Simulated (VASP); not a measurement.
# LiAl6Cu4 (a cell with a defect) in VASP: notebook, part 2 of 2

VASP 6.6.1. The steps go on from the part before.

**3. Single point, PBEsol**

File INCAR:

```
PREC = Accurate
ENCUT = 650
EDIFF = 1E-6
ISMEAR = 0
SIGMA = 0.15
LREAL = F
LASPH = T
NELM = 120
ALGO = Normal
ISIF = 2
LWAVE = F
LCHARG = T
GGA = PS
LELF = T
LVHAR = T
NBANDS = 44
GGA_COMPAT = F
```

File KPOINTS:

```
regular mesh
0
Gamma
  8 6 4
```

File POSCAR:

```
LiAl6Cu4
1.0
   -4.0986257031      0.0000000000      0.0000000000
    0.0000000000      0.0000000000     -4.9819853884
    0.0000000000     -7.0990279589      0.0000000000
Al Cu Li
6 4 1
Direct
    0.0000000000      1.0000000000      0.0000000000
    0.5000000000      1.0000000000      0.5000000000
    0.5000000000      0.6484631524      0.1666666667
    0.0000000000      0.6484631524      0.6666666667
    0.0000000000      0.3515368476      0.3333333333
    0.5000000000      0.3515368476      0.8333333333
    0.5000000000      0.1576574106      0.1666666667
    0.0000000000      0.1576574106      0.6666666667
    0.0000000000      0.8423425894      0.3333333333
    0.5000000000      0.8423425894      0.8333333333
    0.3333333333      0.4999279917      0.3333333333
```

Potentials or basis: VASP PAW PBE potentials, release 64 (Al, Cu, Li_sv).

The run is started by

```console
$ cat potpaw_PBE.64/Al/POTCAR potpaw_PBE.64/Cu/POTCAR potpaw_PBE.64/Li_sv/POTCAR > POTCAR
$ mpirun -np 1 vasp_std > vasp.out
```

OUTCAR:

```text
PREC = Accurate
   ENCUT = 650
   EDIFF = 1E-6
   ISMEAR = 0
   LREAL = F
   LASPH = T
   NELM = 120
   ISIF = 2
   GGA = PS

 ion  position               nearest neighbor table
   1  0.000  0.000  0.000-   8 2.49   9 2.49   7 2.49  10 2.49   7 2.49  10 2.49   4 2.94   5 2.94
                             3 2.94   6 2.94   3 2.94   6 2.94
   2  0.500  0.000  0.500-   7 2.49  10 2.49   9 2.49   8 2.49   8 2.49   9 2.49  11 2.84  11 2.84
                             3 2.94   6 2.94   4 2.94   5 2.94   5 2.94   4 2.94
   3  0.500  0.648  0.167-  11 1.55   7 2.45   7 2.54   9 2.56   9 2.56  10 2.56   5 2.79   5 2.79
                             6 2.79   2 2.94   1 2.94   1 2.94
   4  0.000  0.648  0.667-   8 2.45   8 2.54  10 2.56  10 2.56   9 2.56   6 2.79   6 2.79   5 2.79
                            11 2.83   1 2.94   2 2.94   2 2.94
   5  0.000  0.352  0.333-  11 1.55   9 2.45   9 2.54   7 2.56   7 2.56   8 2.56   3 2.79   3 2.79
                             4 2.79  11 2.83   1 2.94   2 2.94   2 2.94
   6  0.500  0.352  0.833-  10 2.45  10 2.54   8 2.56   8 2.56   7 2.56   4 2.79   4 2.79   3 2.79
                             2 2.94   1 2.94   1 2.94
   7  0.500  0.158  0.167-  11 2.18   3 2.45   2 2.49   1 2.49   1 2.49   3 2.54   5 2.56   5 2.56
                             6 2.56
   8  0.000  0.158  0.667-   4 2.45   1 2.49   2 2.49   2 2.49   4 2.54   6 2.56   6 2.56   5 2.56

   9  0.000  0.842  0.333-  11 2.19   5 2.45   1 2.49   2 2.49   2 2.49   5 2.54   3 2.56   3 2.56
                             4 2.56
  10  0.500  0.842  0.833-   6 2.45   2 2.49   1 2.49   1 2.49   6 2.54   4 2.56   4 2.56   3 2.56

  11  0.333  0.500  0.333-   5 1.55   3 1.55   7 2.18   9 2.19   5 2.83   4 2.83   2 2.84   2 2.84

  LATTYP: Found a simple orthorhombic cell.
 ALAT       =     4.0986257031
 B/A-ratio  =     1.2155258248
 C/A-ratio  =     1.7320508076

  Lattice vectors:

 A1 = (  -4.0986257031,   0.0000000000,   0.0000000000)
 A2 = (   0.0000000000,   0.0000000000,  -4.9819853884)
 A3 = (   0.0000000000,  -7.0990279589,   0.0000000000)

Analysis of symmetry for initial positions (statically):
=====================================================================
 Subroutine PRICEL returns:
 Original cell was already a primitive cell.

 Routine SETGRP: Setting up the symmetry group for a
 simple orthorhombic supercell.

 Subroutine GETGRP returns: Found  1 space group operations
 (whereof  1 operations were pure point group operations)
 out of a pool of  8 trial point group operations.

The static configuration has the point symmetry C_1 .

Analysis of symmetry for dynamics (positions and initial velocities):
=====================================================================
 Subroutine PRICEL returns:
 Original cell was already a primitive cell.

 Routine SETGRP: Setting up the symmetry group for a
 simple orthorhombic supercell.

 Subroutine GETGRP returns: Found  1 space group operations
 (whereof  1 operations were pure point group operations)
 out of a pool of  8 trial point group operations.

The dynamic configuration has the point symmetry C_1 .

 Subroutine INISYM returns: Found  1 space group operations
 (whereof  1 operations are pure point group operations),
 and found     1 'primitive' translations
[... 95 lines left out ...]
   k-points           NKPTS =    100   k-points in BZ     NKDIM =    100   number of bands    NBANDS=     44
   number of dos      NEDOS =    301   number of ions     NIONS =     11
   total plane-waves  NPLWV =  90720
   dimension x,y,z NGX =    36 NGY =   42 NGZ =   60
   dimension x,y,z NGXF=    72 NGYF=   84 NGZF=  120
   ions per type =               6   4   1
   NGX,Y,Z   is equivalent  to a cutoff of  14.60, 14.02, 14.05 a.u.
   NGXF,Y,Z  is equivalent  to a cutoff of  29.20, 28.03, 28.10 a.u.
 SYSTEM =  unknown system
   PREC   = accura    normal or accurate (medium, high low for compatibility)
   ISTART =      0    job   : 0-new  1-cont  2-samecut
   ICHARG =      2    charge: 1-file 2-atom 10-const
   ISPIN  =      1    spin polarized calculation?
   LNONCOLLINEAR =      F non collinear calculations
   LSORBIT =      F    spin-orbit coupling
   LASPH  =      T    aspherical Exc in radial PAW
   ENCUT  =  650.0 eV  47.77 Ry    6.91 a.u.   8.52 10.36 14.76*2*pi/ulx,y,z
   NELM   =    120;   NELMIN=  2; NELMDL= -5     # of ELM steps
   EDIFF  = 0.1E-05   stopping-criterion for ELM
   LREAL  =      F    real-space projection
   EDIFFG = 0.1E-04   stopping-criterion for IOM
   NSW    =      0    number of steps for IOM
   IBRION =     -1    ionic relax: 0-MD 1-quasi-New 2-CG
   NFREE  =      0    steps in history (QN), initial steepest desc. (CG)
   ISIF   =      2    stress and relaxation
   ISYM   =      2    0-nonsym 1-usesym 2-fastsym
   POTIM  = 0.5000    time-step for ionic-motion
   TEBEG  =    0.0;   TEEND  =   0.0 temperature during run
   PSTRESS=    0.0 pullay stress
   NELECT =      65.0000    total number of electrons
   NUPDOWN=      -1.0000    fix difference up-down
   EMIN   =  10.00;   EMAX   =-10.00  energy-range for DOS
   EFERMI =   0.00;   METHOD = LEGACY
   ISMEAR =     0;   SIGMA  =   0.15  broadening in eV -4-tet -1-fermi 0-gaus
   EFERMI_NEDOS =   21; number of points for ismear=-14 and -15
   IALGO  =     38    algorithm
   IMIX   =      4    mixing-type and parameters
     AMIX     =   0.40;   BMIX     =  1.00
     AMIX_MAG =   1.60;   BMIX_MAG =  1.00
  volume/ion in A,a.u.               =      13.18        88.93
  Fermi-wavevector in a.u.,A,eV,Ry     =   1.253043  2.367909 21.362746  1.570118
  Thomas-Fermi vector in A             =   2.386915
   LORBIT       =      0    0 simple, 1 ext, 2 COOP (PROOUT), +10 PAW based schemes
   GGA     = PS    functional components
   LHFCALC =     F    Hartree Fock is set to
   AEXX    =    0.0000 exact exchange contribution
   IVDW    =     0    specifies the selected vdW correction
   LEPSILON=     F    determine dielectric tensor
   LRPA    =     F    only Hartree local field effects (RPA)
 non-spin polarized calculation
 Gauss-broadening in eV      SIGMA  =   0.15
  energy-cutoff  :      650.00
  volume of cell :      144.96
 maximum number of plane-waves:      5494
 NGX is ok and might be reduce to    36
   NGX = 17   NGY = 21   NGZ = 29

 number of electron      64.9999985 magnetization

 Free energy of the ion-electron system (eV)
  ---------------------------------------------------
  ext. energy  EPLUGINS =         0.00000000
  ---------------------------------------------------
  free energy    TOTEN  =       -37.83925508 eV

  energy without entropy =      -37.80434653  energy(sigma->0) =      -37.82180080

 E-fermi :   8.7065     XC(G=0): -11.2320

 val. band max:        8.7059610837   @ k =   0.2500   0.1667   0.2500
 cond. band min:       8.7080722371   @ k =   0.3750   0.0000  -0.2500
 fundamental gap:      0.0021111534
 Fermi energy:         8.7064675350

 k-point     1 :       0.0000    0.0000    0.0000
  band No.  band energies     occupation
      1     -40.1265      2.00000
      2      -2.5704      2.00000
      3      -0.0040      2.00000
      4       0.4436      2.00000
      5       2.0421      2.00000
      6       2.4992      2.00000
[... 1117 lines left out ...]
     43      13.7907      0.00000
     44      14.3400      0.00000

 [... further k-points ...]

------------------------ aborting loop because EDIFF is reached ----------------------------------------

  FORCE on cell =-STRESS in cart. coord.  units (eV):
  Direction    XX          YY          ZZ          XY          YZ          ZX
  --------------------------------------------------------------------------------------
  -------------------------------------------------------------------------------------
  Total       17.2998026     10.9869607     10.1201021     -4.7674882     -5.8407223      9.8005897
  in kB      191.2106752    121.4363090    111.8551233    -52.6939328    -64.5561385    108.3236273
  external PRESSURE =     141.5007025 kB  Pullay stress =       0.0000000 kB

 VOLUME and BASIS-vectors are now :
 -----------------------------------------------------------------------------
  energy-cutoff  :      650.00
  volume of cell :      144.96
      direct lattice vectors                 reciprocal lattice vectors
    -4.098625703  0.000000000  0.000000000    -0.243984221  0.000000000  0.000000000
     0.000000000  0.000000000 -4.981985388     0.000000000  0.000000000 -0.200723190
     0.000000000 -7.099027959  0.000000000     0.000000000 -0.140864356  0.000000000

 POSITION                                       TOTAL-FORCE (eV/Angst)
 -----------------------------------------------------------------------------------
      0.00000      0.00000      0.00000         0.045839      0.094595      0.039181
     -2.04931     -3.54951      0.00000         0.047233      0.160793     -0.018651
     -2.04931     -1.18317     -3.23063        -3.994366      7.881215     -4.783560
      0.00000     -4.73269     -3.23063        -0.046047     -0.035639     -0.011433
      0.00000     -2.36634     -1.75135         9.056011      0.410200      4.788864
     -2.04931     -5.91586     -1.75135        -0.101524      0.057214     -0.027542
     -2.04931     -1.18317     -0.78545        -0.179490      0.484948      0.244911
      0.00000     -4.73269     -0.78545        -0.020900     -0.020381      0.051212
      0.00000     -2.36634     -4.19654         0.463555      0.115451     -0.217690
     -2.04931     -5.91586     -4.19654         0.014896     -0.034444     -0.099178
     -1.36621     -2.36634     -2.49063        -5.285209     -9.113953      0.033887
 -----------------------------------------------------------------------------------
    total drift:                               -0.000401      0.000786      0.000176

  FREE ENERGIE OF THE ION-ELECTRON SYSTEM (eV)
  ---------------------------------------------------
  free  energy   TOTEN  =       -37.8392550792 eV

  energy  without entropy=      -37.8043465277  energy(sigma->0) =      -37.82180080
```

Wall time 35 min (1 thread of Intel Xeon 8259CL, shared host); peak memory 0.78 GiB.

What came out:

```yaml
Free_energy: -37.8393 eV
Pressure: 14.2 GPa
Largest_force: 10.536 eV/Å
Band_gap_on_the_k_mesh: zero (an odd number of electrons rules out a gap without spin polarisation)
```

Forces on the atoms (eV/Å):
```
Al   0.046  0.095  0.039
Al   0.047  0.161 -0.019
Al  -3.994  7.881 -4.784
Al  -0.046 -0.036 -0.011
Al   9.056  0.410  4.789
Al  -0.102  0.057 -0.028
Cu  -0.179  0.485  0.245
Cu  -0.021 -0.020  0.051
Cu   0.464  0.115 -0.218
Cu   0.015 -0.034 -0.099
Li  -5.285 -9.114  0.034
```

Caveat: atoms lie so close that the PAW spheres overlap strongly, which falsifies energies and pressures; the PAW data sets were made with another functional, which shifts forces and pressure a little.
